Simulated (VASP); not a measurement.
Here is a VASP 6.6.1 calculation.

INCAR

```
SYSTEM = Bi5Se3
ALGO     = Normal         ! electronic algorithm
DIPOL    = 0.5 0.5 0.500
EDIFF    = 1E-6           ! SCF threshold, eV
ENCUT    = 520            ! plane-wave cutoff, eV
GGA      = PS             ! functional
IDIPOL   = 3            
ISIF     = 2              ! what is computed and relaxed
ISMEAR   = 0              ! smearing method
LASPH    = .True.         ! aspherical terms in the spheres
LCHARG   = .True.         ! write CHGCAR
LDIPOL   = .True.       
LELF     = .True.         ! ELF
LREAL    = Auto         
LVACPOTAV= .True.       
LVHAR    = .True.       
LWAVE    = .False.        ! write WAVECAR
NBANDS   = 107            ! bands
NELM     = 100            ! most SCF steps
PREC     = Accurate       ! precision mode
SIGMA    = 0.1            ! smearing width, eV
```

File KPOINTS:

```
k-points
0
Gamma
  9 9 1
  0 0 0
```

Contents of POSCAR:

```
Bi5Se3
1.0
    4.2615963455      0.0000000000      0.0000000000
   -2.1307981728      3.6906506959      0.0000000000
    0.0000000000      0.0000000000     43.0908237335
Bi Se
10 6
Direct
    0.0000000000      0.0000000000      0.1747767323
    0.6666666667      0.3333333333      0.2151638092
    0.0000000000      0.0000000000      0.3049981581
    0.3333333333      0.6666666667      0.3895020555
    0.6666666667      0.3333333333      0.4797386899
    0.3333333333      0.6666666667      0.5202613021
    0.6666666667      0.3333333333      0.6104979349
    0.0000000000      0.0000000000      0.6950018404
    0.3333333333      0.6666666667      0.7848361959
    0.0000000000      0.0000000000      0.8252232730
    0.3333333333      0.6666666667      0.2697654588
    0.6666666667      0.3333333333      0.3472032892
    0.0000000000      0.0000000000      0.4247574298
    0.0000000000      0.0000000000      0.5752425655
    0.3333333333      0.6666666667      0.6527967198
    0.6666666667      0.3333333333      0.7302345455
```

Potentials or basis: VASP PAW PBE potentials, release 64 (Bi_d, Se).

Command:

```sh
$ cat potpaw_PBE.64/Bi_d/POTCAR potpaw_PBE.64/Se/POTCAR > POTCAR
$ mpirun -np 1 vasp_std > vasp.out
```

Task: What does it give for the largest force?

Result: 0.038 eV/Å.

Task: Predict the band gap on the k mesh.

Result: Zero (bands 93 and 94 overlap by 0.02 eV).

Forces on the atoms (eV/Å):
```
Bi   0.000  0.000 -0.038
Bi   0.000  0.000  0.025
Bi   0.000  0.000 -0.035
Bi   0.000  0.000  0.006
Bi   0.000  0.000 -0.007
Bi   0.000  0.000  0.007
Bi   0.000  0.000 -0.006
Bi   0.000  0.000  0.035
Bi   0.000  0.000 -0.025
Bi   0.000  0.000  0.038
Se   0.000  0.000 -0.028
Se   0.000  0.000  0.004
Se   0.000  0.000  0.008
Se   0.000  0.000 -0.008
Se   0.000  0.000 -0.004
Se   0.000  0.000  0.028
```

Caveat: the PAW data sets were made with another functional, which shifts forces and pressure a little; spin-orbit coupling is left out, which moves the levels of the heavy elements.
